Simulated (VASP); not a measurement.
Here is a VASP 6.6.1 calculation.

File INCAR:

```
SYSTEM = Pb
PREC = Accurate ; ENCUT = 520
EDIFF = 1E-7 ; ISMEAR = -1
SIGMA = 0.1 ; LREAL = .FALSE.
LASPH = .TRUE. ; NELM = 80
ALGO = Normal ; ISIF = 2
LWAVE = .FALSE. ; LCHARG = .TRUE.
GGA = PE ; LELF = .TRUE.
LVHAR = .TRUE. ; NBANDS = 21
```

Contents of KPOINTS:

```
Automatic mesh
0
G
  12 12 6
  0 0 0
```

POSCAR

```
Pb
1.0
    3.6009681098      0.0000000000      0.0000000000
   -1.8004840549      3.1185298613      0.0000000000
    0.0000000000      0.0000000000      5.9046203638
Pb
2
Direct
    0.3333333333      0.6666666667      0.2500000000
    0.6666666667      0.3333333333      0.7500000000
```

Potentials or basis: VASP PAW PBE potentials, release 64 (Pb_d).

The run is started by

```console
$ cat potpaw_PBE.64/Pb_d/POTCAR > POTCAR
$ mpirun -np 1 vasp_std > vasp.out
```

(1) What does it give for the band gap on the k mesh?

(2) Estimate the pressure.

Results:

(1) zero (bands 14 and 15 overlap by 7.14 eV).

(2) -1.5 GPa.

Caveat: spin-orbit coupling is left out, which moves the levels of the heavy elements.
